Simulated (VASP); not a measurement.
Runs of VASP 6.6.1 on PbO3. The structure is that of space group Pm-3m (No. 221), or close to it. The cells are those of the table. 

```tsv
task	cell	k mesh	cutoff (eV)	gap on the mesh (eV)	pressure (GPa)	relaxed volume (Å³/atom)
relaxation of cell and atoms	relaxed from a = 3.566 Å, 4 atoms	14 × 14 × 14	600	none	-0.1	11.40
single point	a = 3.566 Å, 4 atoms	6 × 6 × 6	520	none	0.0	-
relaxation of cell and atoms	relaxed from a = 3.739 Å, 4 atoms	6 × 6 × 6	600	none	0.0	11.31
single point	a = 3.572 Å, 4 atoms	14 × 14 × 14	520	none	0.1	-
single point	a = 3.739 Å, 4 atoms	6 × 6 × 6	520	none	(a)	-
```

Alike in all rows: level PBE; potentials or basis VASP PAW PBE potentials, release 64 (Pb_d, O); no spin polarisation; smearing gaussian 0.1 eV.

**Question.** Fill in the values left out.

**Answer.** (a) -10.4.

Caveats: semilocal functionals underestimate gaps, and a narrow one can read as zero; spin-orbit coupling is left out, which moves the levels of the heavy elements; the cell stands under tension (at least some runs).

A k mesh can miss the band edges, and the runs leave out spin-orbit coupling on Pb.

A gap of «none» marks levels without a gap at the run's occupations.
